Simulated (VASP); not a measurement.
A run of VASP 6.6.1:

Contents of INCAR:

```
SYSTEM = Rb
  ALGO = Normal
  EDIFF = 1E-6
  ENCUT = 520
  ISIF = 2
  ISMEAR = -1
  LASPH = .TRUE.
  LCHARG = .FALSE.
  LREAL = .FALSE.
  LWAVE = .FALSE.
  NBANDS = 10
  NELM = 60
  PREC = Accurate
  SIGMA = 0.1
```

Contents of KPOINTS:

```
k-points
0
G
  14 14 14
  0 0 0
```

File POSCAR:

```
Rb
1.0
   -2.6859640533      2.6859640533      2.6859640533
    2.6859640533     -2.6859640533      2.6859640533
    2.6859640533      2.6859640533     -2.6859640533
Rb
1
Direct
    0.0000000000      0.0000000000      0.0000000000
```

Potentials or basis: VASP PAW LDA potentials, release 64 (Rb_sv).

Run with:

```bash
$ cat potpaw_LDA.64/Rb_sv/POTCAR > POTCAR
$ mpirun -np 1 vasp_std > vasp.out
```

Hardware: 1 thread of Intel Xeon 8259CL, on a shared host.

Problem. Estimate the wall time of this run.

Solution. It took 66 s on 1 thread of Intel Xeon 8259CL (shared host), peak memory 0.21 GiB. Counts: scf iterations 10, k points 104.
